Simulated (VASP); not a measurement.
# SiO2 (I4/mmm) in VASP: single point with LDA

Aim: the single point of SiO2 with LDA.

Program: VASP 6.6.1. These are calculated values, not measurements. Logs are shortened: lines on timing, memory, paths and dates and some standing lists are left out, and cuts for length are marked.

### 1 The cell of the first run

The structure is tetragonal, space group I4/mmm (No. 139). Conventional cell: a = 13.034 Å, b = 13.034 Å, c = 5.248 Å, α = 90.00°, β = 90.00°, γ = 90.00°. Within 2.1 Å of Si (site symmetry m) lie 4 O at 1.61 Å. O (site symmetry 2) has 2 Si at 1.61 Å within 2.1 Å. Within 2.1 Å of O (site symmetry m2m) lie 2 Si at 1.61 Å. O (site symmetry m2m) has 2 Si at 1.61 Å within 2.1 Å.

### 2 Single point, LDA

Input file INCAR:

```
ALGO = Normal
EDIFF = 1E-7
ENCUT = 520
ISIF = 2
ISMEAR = 0
LASPH = T
LCHARG = F
LREAL = Auto
LWAVE = F
NBANDS = 82
NELM = 60
PREC = Accurate
SIGMA = 0.02
```

Input file KPOINTS:

```
k-points
0
Gamma
  6 6 6
```

Input file POSCAR:

```
SiO2
1.0
   -6.5170259300      6.5170259300      2.6240355350
    6.5170259300     -6.5170259300      2.6240355350
    6.5170259300      6.5170259300     -2.6240355350
Si O
8 16
Direct
    0.2102109600      0.3813018500      0.5915128100
    0.3813018500      0.7897890400      0.1710908900
    0.6186981500      0.2102109600      0.8289091100
    0.7897890400      0.3813018500      0.1710908900
    0.2102109600      0.6186981500      0.8289091100
    0.7897890400      0.6186981500      0.4084871900
    0.3813018500      0.2102109600      0.5915128100
    0.6186981500      0.7897890400      0.4084871900
    0.8928533400      0.1071466600      0.5000000000
    0.1071466600      0.6071466600      0.2142933200
    0.3928533400      0.8928533400      0.7857066800
    0.6071466600      0.3928533400      0.5000000000
    0.1071466600      0.8928533400      0.5000000000
    0.8928533400      0.3928533400      0.7857066800
    0.6071466600      0.1071466600      0.2142933200
    0.3928533400      0.6071466600      0.5000000000
    0.2430364900      0.5000000000      0.7430364900
    0.5000000000      0.7569635100      0.2569635100
    0.5000000000      0.2430364900      0.7430364900
    0.7569635100      0.5000000000      0.2569635100
    0.3132644400      0.3132644400      0.6265288800
    0.3132644400      0.6867355600      0.0000000000
    0.6867355600      0.3132644400      0.0000000000
    0.6867355600      0.6867355600      0.3734711200
```

Potentials or basis: VASP PAW LDA potentials, release 64 (Si, O).

Run with:

```
$ cat potpaw_LDA.64/Si/POTCAR potpaw_LDA.64/O/POTCAR > POTCAR
$ mpirun -np 1 vasp_std > vasp.out
```

OUTCAR:

```text
EDIFF = 1E-7
   ENCUT = 520
   ISIF = 2
   ISMEAR = 0
   LASPH = T
   LREAL = Auto
   NELM = 60
   PREC = Accurate

 ion  position               nearest neighbor table
   1  0.210  0.381  0.592-  17 1.61  21 1.61  16 1.61   9 1.61   5 3.09   8 3.12   8 3.12
   2  0.381  0.790  0.171-  18 1.61  22 1.61  15 1.61  10 1.61   8 3.09   4 3.12   4 3.12
   3  0.619  0.210  0.829-  19 1.61  23 1.61  11 1.61  14 1.61   7 3.09   5 3.12   5 3.12
   4  0.790  0.381  0.171-  20 1.61  23 1.61  10 1.61  15 1.61   6 3.09   2 3.12   2 3.12
   5  0.210  0.619  0.829-  17 1.61  22 1.61  14 1.61  11 1.61   1 3.09   3 3.12   3 3.12
   6  0.790  0.619  0.408-  20 1.61  24 1.61  12 1.61  13 1.61   4 3.09   7 3.12   7 3.12
   7  0.381  0.210  0.592-  19 1.61  21 1.61  12 1.61  13 1.61   3 3.09   6 3.12   6 3.12
   8  0.619  0.790  0.408-  18 1.61  24 1.61  16 1.61   9 1.61   2 3.09   1 3.12   1 3.12
   9  0.893  0.107  0.500-   1 1.61   8 1.61
  10  0.107  0.607  0.214-   4 1.61   2 1.61
  11  0.393  0.893  0.786-   3 1.61   5 1.61
  12  0.607  0.393  0.500-   6 1.61   7 1.61
  13  0.107  0.893  0.500-   6 1.61   7 1.61
  14  0.893  0.393  0.786-   5 1.61   3 1.61
[... 8 lines left out ...]
  23  0.687  0.313  0.000-   3 1.61   4 1.61
  24  0.687  0.687  0.373-   6 1.61   8 1.61

  LATTYP: Found a body centered tetragonal cell.
 ALAT       =    13.0340518600
 C/A-ratio  =     0.4026431018

  Lattice vectors:

 A1 = (  -6.5170259300,   6.5170259300,   2.6240355350)
 A2 = (   6.5170259300,  -6.5170259300,   2.6240355350)
 A3 = (   6.5170259300,   6.5170259300,  -2.6240355350)

Analysis of symmetry for initial positions (statically):
=====================================================================
 Subroutine PRICEL returns:
 Original cell was already a primitive cell.

 Routine SETGRP: Setting up the symmetry group for a
 body centered tetragonal supercell.

 Subroutine GETGRP returns: Found 16 space group operations
 (whereof 16 operations were pure point group operations)
 out of a pool of 16 trial point group operations.

The static configuration has the point symmetry D_4h.

Analysis of symmetry for dynamics (positions and initial velocities):
=====================================================================
 Subroutine PRICEL returns:
 Original cell was already a primitive cell.

 Routine SETGRP: Setting up the symmetry group for a
 body centered tetragonal supercell.

 Subroutine GETGRP returns: Found 16 space group operations
 (whereof 16 operations were pure point group operations)
 out of a pool of 16 trial point group operations.

The dynamic configuration has the point symmetry D_4h.

 Subroutine INISYM returns: Found 16 space group operations
 (whereof 16 operations are pure point group operations),
 and found     1 'primitive' translations

----------------------------------------------------------------------------------------

                                     Primitive cell

  volume of cell :     445.7882

  direct lattice vectors                    reciprocal lattice vectors
    -6.517025930  6.517025930  2.624035535     0.000000000  0.076722113  0.190546200
     6.517025930 -6.517025930  2.624035535     0.076722113  0.000000000  0.190546200
     6.517025930  6.517025930 -2.624035535     0.076722113  0.076722113  0.000000000

  length of vectors
     9.582735331  9.582735331  9.582735331     0.205412115  0.205412115  0.108501453

  position of ions in fractional coordinates (direct lattice)
     0.210210960  0.381301850  0.591512810
     0.381301850  0.789789040  0.171090890
     0.618698150  0.210210960  0.828909110
     0.789789040  0.381301850  0.171090890
     0.210210960  0.618698150  0.828909110
     0.789789040  0.618698150  0.408487190
[... 16 lines left out ...]
     0.686735560  0.313264440  0.000000000
     0.686735560  0.686735560  0.373471120

  ion indices of the primitive-cell ions
   primitive index   ion index
                 1           1
                 2           2
                 3           3
                 4           4
                 5           5
                 6           6
[... 16 lines left out ...]
                23          23
                24          24

----------------------------------------------------------------------------------------

 KPOINTS: k-points

Automatic generation of k-mesh.
 Grid dimensions read from file:
 generate k-points for:    6    6    6

 Generating k-lattice:

  Cartesian coordinates                     Fractional coordinates (reciprocal lattice)
     0.000000000  0.012787019  0.031757700     0.166666667 -0.000000000  0.000000000
     0.012787019  0.000000000  0.031757700    -0.000000000  0.166666667  0.000000000
     0.012787019  0.012787019  0.000000000     0.000000000  0.000000000  0.166666667

  Length of vectors
     0.034235352  0.034235352  0.018083575

  Shift w.r.t. Gamma in fractional coordinates (k-lattice)
     0.000000000  0.000000000  0.000000000

 Subroutine IBZKPT returns following result:
 ===========================================

 Found     30 irreducible k-points:

 Following reciprocal coordinates:
            Coordinates               Weight
  0.000000  0.000000  0.000000      1.000000
  0.166667 -0.000000  0.000000      8.000000
  0.333333  0.000000  0.000000      8.000000
  0.500000 -0.000000  0.000000      4.000000
  0.166667  0.166667  0.000000      8.000000
  0.333333  0.166667  0.000000     16.000000
[... 16 lines left out ...]
 -0.333333 -0.333333  0.166667      8.000000
 -0.166667 -0.333333  0.166667      8.000000
 [... further k-points ...]
   k-points           NKPTS =     30   k-points in BZ     NKDIM =     30   number of bands    NBANDS=     82
   number of dos      NEDOS =    301   number of ions     NIONS =     24
   total plane-waves  NPLWV = 373248
   dimension x,y,z NGX =    72 NGY =   72 NGZ =   72
   dimension x,y,z NGXF=   144 NGYF=  144 NGZF=  144
   ions per type =               8  16
   NGX,Y,Z   is equivalent  to a cutoff of  12.49, 12.49, 12.49 a.u.
   NGXF,Y,Z  is equivalent  to a cutoff of  24.98, 24.98, 24.98 a.u.
 SYSTEM =  unknown system
   PREC   = accura    normal or accurate (medium, high low for compatibility)
   ISTART =      0    job   : 0-new  1-cont  2-samecut
   ICHARG =      2    charge: 1-file 2-atom 10-const
   ISPIN  =      1    spin polarized calculation?
   LNONCOLLINEAR =      F non collinear calculations
   LSORBIT =      F    spin-orbit coupling
   LASPH  =      T    aspherical Exc in radial PAW
   ENCUT  =  520.0 eV  38.22 Ry    6.18 a.u.  17.82 17.82 17.82*2*pi/ulx,y,z
   NELM   =     60;   NELMIN=  2; NELMDL= -5     # of ELM steps
   EDIFF  = 0.1E-06   stopping-criterion for ELM
   LREAL  =      T    real-space projection
   EDIFFG = 0.1E-05   stopping-criterion for IOM
   NSW    =      0    number of steps for IOM
   IBRION =     -1    ionic relax: 0-MD 1-quasi-New 2-CG
   NFREE  =      0    steps in history (QN), initial steepest desc. (CG)
   ISIF   =      2    stress and relaxation
   ISYM   =      2    0-nonsym 1-usesym 2-fastsym
   POTIM  = 0.5000    time-step for ionic-motion
   TEBEG  =    0.0;   TEEND  =   0.0 temperature during run
   PSTRESS=    0.0 pullay stress
   NELECT =     128.0000    total number of electrons
   NUPDOWN=      -1.0000    fix difference up-down
   EMIN   =  10.00;   EMAX   =-10.00  energy-range for DOS
   EFERMI =   0.00;   METHOD = LEGACY
   ISMEAR =     0;   SIGMA  =   0.02  broadening in eV -4-tet -1-fermi 0-gaus
   EFERMI_NEDOS =   21; number of points for ismear=-14 and -15
   IALGO  =     38    algorithm
   IMIX   =      4    mixing-type and parameters
     AMIX     =   0.40;   BMIX     =  1.00
     AMIX_MAG =   1.60;   BMIX_MAG =  1.00
  volume/ion in A,a.u.               =      18.57       125.35
  Fermi-wavevector in a.u.,A,eV,Ry     =   1.080029  2.040958 15.870678  1.166462
  Thomas-Fermi vector in A             =   2.216009
   LORBIT       =      0    0 simple, 1 ext, 2 COOP (PROOUT), +10 PAW based schemes
   GGA     = CA    functional components
   LHFCALC =     F    Hartree Fock is set to
   AEXX    =    0.0000 exact exchange contribution
   IVDW    =     0    specifies the selected vdW correction
   LEPSILON=     F    determine dielectric tensor
   LRPA    =     F    only Hartree local field effects (RPA)
 non-spin polarized calculation
 Gauss-broadening in eV      SIGMA  =   0.02
  energy-cutoff  :      520.00
  volume of cell :      445.79
 maximum number of plane-waves:     12050
   NGX = 35   NGY = 35   NGZ = 35

 number of electron     128.0000076 magnetization

 Free energy of the ion-electron system (eV)
  ---------------------------------------------------
  ext. energy  EPLUGINS =         0.00000000
  ---------------------------------------------------
  free energy    TOTEN  =      -207.27082367 eV

  energy without entropy =     -207.27082367  energy(sigma->0) =     -207.27082367

 E-fermi :  -1.6593     XC(G=0):  -7.3489

 val. band max:       -1.8098164250   @ k =   0.0000   0.0000   0.0000
 cond. band min:       3.6624430330   @ k =   0.0000   0.0000   0.0000
 fundamental gap:      5.4722594580
 Fermi energy:        -1.6593152579

 k-point     1 :       0.0000    0.0000    0.0000
  band No.  band energies     occupation
      1     -21.0795      2.00000
      2     -20.6654      2.00000
      3     -20.4790      2.00000
      4     -20.4790      2.00000
      5     -19.7474      2.00000
      6     -19.7474      2.00000
[... 68 lines left out ...]
     75       7.1841      0.00000
     76       7.1841      0.00000

 k-point     2 :       0.1667   -0.0000    0.0000
  band No.  band energies     occupation
      1     -21.0170      2.00000
      2     -20.6472      2.00000
      3     -20.4457      2.00000
      4     -20.3903      2.00000
      5     -19.8838      2.00000
      6     -19.8035      2.00000
[... 1730 lines left out ...]
 k-point    24 :      -0.1667   -0.3333    0.1667
  band No.  band energies     occupation
      1     -20.6451      2.00000
      2     -20.5141      2.00000
      3     -20.5127      2.00000
      4     -20.1861      2.00000
      5     -20.1667      2.00000
      6     -19.7821      2.00000
[... 68 lines left out ...]
     75       7.7458      0.00000
     76       7.8975      0.00000

 [... further k-points ...]

 [bands above 76 left out]

------------------------ aborting loop because EDIFF is reached ----------------------------------------

  FORCE on cell =-STRESS in cart. coord.  units (eV):
  Direction    XX          YY          ZZ          XY          YZ          ZX
  --------------------------------------------------------------------------------------
  -------------------------------------------------------------------------------------
  Total       -2.0986538     -2.0986538     -2.1979931      0.0000000      0.0000000      0.0000000
  in kB       -7.5426297     -7.5426297     -7.8996583      0.0000000      0.0000000      0.0000000
  external PRESSURE =      -7.6616393 kB  Pullay stress =       0.0000000 kB

 VOLUME and BASIS-vectors are now :
 -----------------------------------------------------------------------------
  energy-cutoff  :      520.00
  volume of cell :      445.79
      direct lattice vectors                 reciprocal lattice vectors
    -6.517025930  6.517025930  2.624035535     0.000000000  0.076722113  0.190546200
     6.517025930 -6.517025930  2.624035535     0.076722113  0.000000000  0.190546200
     6.517025930  6.517025930 -2.624035535     0.076722113  0.076722113  0.000000000

 POSITION                                       TOTAL-FORCE (eV/Angst)
 -----------------------------------------------------------------------------------
      4.96991      2.73990      0.00000        -0.020291     -0.004132      0.000000
      3.77713     -1.54712      2.62404         0.004132     -0.020291      0.000000
      2.73990      8.06414      0.00000        -0.004132      0.020291     -0.000000
     -1.54712      3.77713      2.62404        -0.020291      0.004132      0.000000
      8.06414      2.73990      0.00000         0.020291     -0.004132     -0.000000
      1.54712      3.77713      2.62404         0.020291      0.004132     -0.000000
[... 16 lines left out ...]
     -2.43392      2.43392      2.62404        -0.022019      0.022019      0.000000
      2.43392      2.43392      2.62404         0.022019      0.022019     -0.000000
 -----------------------------------------------------------------------------------
    total drift:                                0.000000      0.000000     -0.000000

  FREE ENERGIE OF THE ION-ELECTRON SYSTEM (eV)
  ---------------------------------------------------
  free  energy   TOTEN  =      -207.2708236692 eV

  energy  without entropy=     -207.2708236692  energy(sigma->0) =     -207.27082367
```

Wall time 1.8 h (1 thread of Oxide Virtual Turin-like, shared host); peak memory 0.89 GiB.

What came out:

```
Free energy            : -207.2708 eV
Pressure               : -0.8 GPa
Largest force          : 0.056 eV/Å
Band gap on the k mesh : 5.47 eV
```

Forces in eV/Å, atoms in the order of the input:
```
Si  -0.020 -0.004  0.000
Si   0.004 -0.020  0.000
Si  -0.004  0.020  0.000
Si  -0.020  0.004  0.000
Si   0.020 -0.004  0.000
Si   0.020  0.004  0.000
Si  -0.004 -0.020  0.000
Si   0.004  0.020  0.000
O   -0.032  0.032  0.000
O   -0.032 -0.032  0.000
O    0.032  0.032  0.000
O    0.032 -0.032  0.000
O    0.032 -0.032  0.000
O    0.032  0.032  0.000
O   -0.032 -0.032  0.000
O   -0.032  0.032  0.000
O    0.000 -0.056  0.000
O    0.056  0.000  0.000
O   -0.056  0.000  0.000
O    0.000  0.056  0.000
O   -0.022 -0.022  0.000
O    0.022 -0.022  0.000
O   -0.022  0.022  0.000
O    0.022  0.022  0.000
```

A k mesh can miss the band edges.
